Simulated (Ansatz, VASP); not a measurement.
# PdCl4 in VASP and in Ansatz

```
Pd Cl
1.0
     3.96405   -4.16252    0.00000
     3.96405    4.16252    0.00000
     0.00000    0.00000    3.55959
Pd Cl
1 4
Direct
  0.00000 0.00000 0.00000
  0.81060 0.18940 0.50000
  0.18940 0.81060 0.50000
  0.28520 0.28520 0.00000
  0.71480 0.71480 0.00000
```

Change from the starting cell: species swapped into the OsCl4 type (Cmmm, No. 65).

Alike in both runs: task relaxation of cell and atoms; functional PBE; k mesh 2 × 2 × 3; occupations gaussian, width 0.15 eV; no spin polarisation.

|  | VASP | Ansatz |
| --- | --- | --- |
| version | VASP 6.6.1 | Ansatz 0.2.0 |
| potentials or method | VASP PAW PBE potentials, release 64 (Pd, Cl), cutoff 600 eV | scalar-relativistic, plane waves, PAW |
| valence electrons in the cell | 38 | 46 |

|  | VASP | Ansatz | Ansatz less VASP |
| --- | --- | --- | --- |
| gap on the k mesh at the Fermi level, each at its own relaxed structure (eV) | none | none | - |
| relaxed volume (Å³/atom) | 26.05 | 25.83 | -0.218 |
| relaxed length of the cell vector where the two differ most in proportion (Å) | 6.031 | 6.012 | -0.0186 |

A gap of «none» marks a metal or a gap that the smearing closes. VASP's potentials hold 38 valence electrons a cell and Ansatz's 46, so a difference there can come from the potentials and not from the codes.

The k mesh is coarse, so the values compare programs but aren't converged.
